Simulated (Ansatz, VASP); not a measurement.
# One calculation of GaN, two programs

The input INCAR:

```
PREC     = Accurate       # precision mode
ENCUT    = 600            # plane-wave cutoff, eV
EDIFF    = 1E-6           # SCF threshold, eV
ISMEAR   = 0              # smearing method
SIGMA    = 0.02           # smearing width, eV
LREAL    = False          # projectors in reciprocal space
LASPH    = True           # aspherical terms in the spheres
NELM     = 120            # most SCF steps
ALGO     = Normal         # electronic algorithm
ISIF     = 2              # what is computed and relaxed
LWAVE    = False          # write WAVECAR
LCHARG   = False          # write CHGCAR
NBANDS   = 26             # bands
GGA_COMPAT= False
```

KPOINTS

```
regular mesh
0
Gamma
  8 6 8
```

The input POSCAR:

```
GaN
1.0
    3.1503047988      0.0000000000      0.0000000000
    0.0000000000      4.4552037582      0.0000000000
    0.0000000000      0.0000000000      3.1503047988
Ga N
2 2
Direct
    0.0000000000      0.0000000000      0.0000000000
    0.5000000000      0.5000000000      0.5000000000
    0.5000000000      0.2500000000      0.0000000000
    0.0000000000      0.7500000000      0.5000000000
```

Input for Ansatz:

```yaml
crystal:
  lattice:
    - [3.1503047988, 0.0, 0.0]
    - [0.0, 4.4552037582, 0.0]
    - [0.0, 0.0, 3.1503047988]
  atoms:
    - { symbol: Ga, position: [0.0, 0.0, 0.0] }
    - { symbol: "N", position: [0.5, 0.25, 0.0] }
    - { symbol: Ga, position: [0.5, 0.5, 0.5] }
    - { symbol: "N", position: [0.0, 0.75, 0.5] }
basis:
  ecutwfc: 420
kpoints:
  mp_grid: { grid: [8, 6, 8] }
  band_path:
    path:
      - [[0.0, 0.0, 0.0], [0.0, 1.0, 0.0], [0.0, 1.0, 0.25]]
      - [[0.375, 0.75, 0.375], [0.0, 0.0, 0.0], [0.0, 0.5, 0.5], [0.25, 1.0, 0.25], [0.0, 1.0, 0.0]]
    npoints: 10
hamiltonian:
  xc: lda
  pseudopotentials: { kind: paw, azcp: { folder: soft_1 } }
scf:
  occupations: { method: gaussian, width: 0.02 }
  n_extra_bands: 8
output:
  forces: true
  stress: true
  eigenvalues: true
```

Alike in both runs: task single point; functional LDA; k mesh 8 × 6 × 8; occupations gaussian, width 0.02 eV; no spin polarisation.

|  | VASP | Ansatz |
| --- | --- | --- |
| version | VASP 6.6.1 | Ansatz 0.2.0 |
| potentials or method | VASP PAW LDA potentials, release 64 (Ga_d, N), cutoff 600 eV | scalar-relativistic, plane waves, PAW |
| valence electrons in the cell | 36 | 36 |

```csv
,VASP,Ansatz,Ansatz less VASP
gap on the k mesh at the Fermi level (eV),1.97,1.96,-0.011
least direct gap on the mesh (eV),1.97,1.96,-0.011
pressure (GPa),1.1,0.0,-1.07
```

Ansatz warns that its potentials were made for another functional, while VASP's fit it. LDA's correlation is that of Perdew and Zunger in VASP and of Perdew and Wang (1992) in Ansatz.
